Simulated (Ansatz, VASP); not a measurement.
InP: VASP beside Ansatz

```
CELL_PARAMETERS angstrom
0.00000 2.90119 2.93050
2.90119 0.00000 2.93050
2.90119 2.90119 0.00000
ATOMIC_POSITIONS crystal
In 0.00000 0.00000 0.00000
P 0.75000 0.75000 0.75000
```

Alike in both runs: functional PBEsol; k mesh 7 × 7 × 7; occupations fermi-dirac, width 0.05 eV; no spin polarisation.

```csv
,VASP,Ansatz
version,VASP 6.6.1,Ansatz 0.2.0
potentials or method,"VASP PAW PBE potentials, release 64 (In_d, P)",Ansatz PAW
plane-wave cutoff (eV),520,420
valence electrons in the cell,18,18
task,single point,band structure
```

|  | VASP | Ansatz | Ansatz less VASP |
| --- | --- | --- | --- |
| gap on the k mesh at the Fermi level (eV) | 0.70 | 0.71 | +0.001 |
| least direct gap on the mesh (eV) | 0.70 | 0.71 | +0.001 |
| pressure (GPa) | 2.0 | 2.1 | +0.02 |
| traceless stress, the component that is largest in VASP (GPa) | -0.28 | -0.28 | 0.000 |

VASP's potentials were made for PBE, not for PBEsol.
